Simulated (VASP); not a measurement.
Input of a VASP 6.6.1 run:

File INCAR:

```
SYSTEM = GaN
  PREC = Accurate
  ENCUT = 520
  EDIFF = 1E-6
  ISMEAR = 1
  SIGMA = 0.02
  LREAL = .False.
  LASPH = .True.
  NELM = 80
  ALGO = Normal
  ISIF = 2
  LWAVE = .False.
  LCHARG = .False.
  GGA = PE
  NBANDS = 16
```

KPOINTS

```
Automatic mesh
0
Gamma
  8 8 8
  0 0 0
```

File POSCAR:

```
GaN
1.0
    0.0000000000      2.2904502065      2.2904502065
    2.2904502065      0.0000000000      2.2904502065
    2.2904502065      2.2904502065      0.0000000000
Ga N
1 1
Direct
    0.0000000000      0.0000000000      0.0000000000
    0.7500000000      0.7500000000      0.7500000000
```

Potentials or basis: VASP PAW PBE potentials, release 64 (Ga_d, N).

The run is started by

```bash
$ cat potpaw_PBE.64/Ga_d/POTCAR potpaw_PBE.64/N/POTCAR > POTCAR
$ mpirun -np 1 vasp_std > vasp.out
```

What does it give for the band gap on the k mesh?

1.41 eV, direct.

Estimate the pressure.

-3.4 GPa.
